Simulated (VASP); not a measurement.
**Pb: single point with r2SCAN**

Crystal: Pb.

```
Pb
1.0
     3.52437    0.00000    0.00000
    -1.76218    3.05219    0.00000
     0.00000    0.00000   11.49524
Pb
4
Cartesian
  1.7622 1.0174 8.6214
  0.0000 0.0000 5.7476
  0.0000 2.0348 2.8738
  0.0000 0.0000 0.0000
```

This isn't the form of Pb at room conditions, which is fcc.

```json
{
 "Program": "VASP 6.6.1",
 "Task": "single point",
 "Functional": "r2SCAN",
 "Potentials or basis": "VASP PAW PBE potentials, release 64 (Pb_d)",
 "Cutoff": "520 eV",
 "k mesh": "9 × 9 × 3",
 "Occupations": "fermi-dirac, width 0.05 eV",
 "Spin": "no spin polarisation"
}
```

```json
{
  "Pressure": "0.1 GPa",
  "Band gap on the k mesh": "zero (bands 28 and 29 overlap by 7.90 eV)"
}
```

Stress tensor (GPa, compression positive):
```
-0.08  0.00  0.00
 0.00 -0.08  0.00
 0.00  0.00  0.47
```

Levels at points of the mesh, in eV from the Fermi level:
```tsv
k point	band 26	band 27	band 28	band 29	band 30	band 31
(0.00, 0.00, 0.00)	0.82	0.82	5.68	5.68	6.48	6.48
```

Wall time 6 min on 1 thread of AMD EPYC 7R13, on a shared host, peak memory 0.31 GiB.

Caveat: the PAW data sets were made with another functional, which shifts forces and pressure a little; spin-orbit coupling is left out, which moves the levels of the heavy elements.
